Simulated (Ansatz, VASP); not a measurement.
# One calculation of ZrTi2C3, two programs

```xyz
6
Lattice="-1.5878 1.5878 6.6866 1.5878 -1.5878 6.6866 1.5878 1.5878 -6.6866" Properties=species:S:1:pos:R:3 pbc="T T T"
Zr    0.0000    0.0000    0.0000
Ti    0.0000    0.0000    8.9662
Ti    0.0000    0.0000    4.4070
C     0.0000    0.0000   11.0719
C     0.0000    0.0000    6.6866
C     0.0000    0.0000    2.3014
```

Alike in both runs: functional PBE; k mesh 16 × 16 × 16; occupations gaussian, width 0.1 eV; no spin polarisation.

Ansatz relaxed the structure, and its values are those at the end. VASP's run is a single point on that final structure, the one shown.

|  | VASP | Ansatz |
| --- | --- | --- |
| version | VASP 6.6.1 | Ansatz 0.2.0 |
| potentials or method | VASP PAW PBE potentials, release 64 (Zr_sv, Ti_sv, C), cutoff 520 eV | scalar-relativistic, plane waves, PAW |
| valence electrons in the cell | 48 | 48 |

|  | VASP | Ansatz | Ansatz less VASP |
| --- | --- | --- | --- |
| gap on the k mesh at the Fermi level (eV) | none | none | - |
| pressure (GPa) | 0.3 | 0.0 | -0.28 |

A gap of «none» marks a metal or a gap that the smearing closes. The functional is the same, so the differences come from potentials, cutoffs and numerics.
